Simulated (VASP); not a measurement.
Input of a VASP 6.6.1 run:

Contents of INCAR:

```
SYSTEM = Nb
ALGO = Normal
EDIFF = 1E-7
ENCUT = 520
GGA = PE
ISIF = 2
ISMEAR = -1
LASPH = .TRUE.
LCHARG = .FALSE.
LREAL = .FALSE.
LWAVE = .FALSE.
NBANDS = 12
NELM = 100
PREC = Accurate
SIGMA = 0.03
```

Contents of KPOINTS:

```
k-points
0
G
  15 15 15
  0 0 0
```

The input POSCAR:

```
Nb
1.0
   -1.6912327179      1.6912327179      1.6912327179
    1.6912327179     -1.6912327179      1.6912327179
    1.6912327179      1.6912327179     -1.6912327179
Nb
1
Direct
    0.0000000000      0.0000000000      0.0000000000
```

Potentials or basis: VASP PAW PBE potentials, release 64 (Nb_sv).

Command:

```sh
$ cat potpaw_PBE.64/Nb_sv/POTCAR > POTCAR
$ mpirun -np 1 vasp_std > vasp.out
```

Q: What does it give for the pressure?

A: -9.9 GPa.
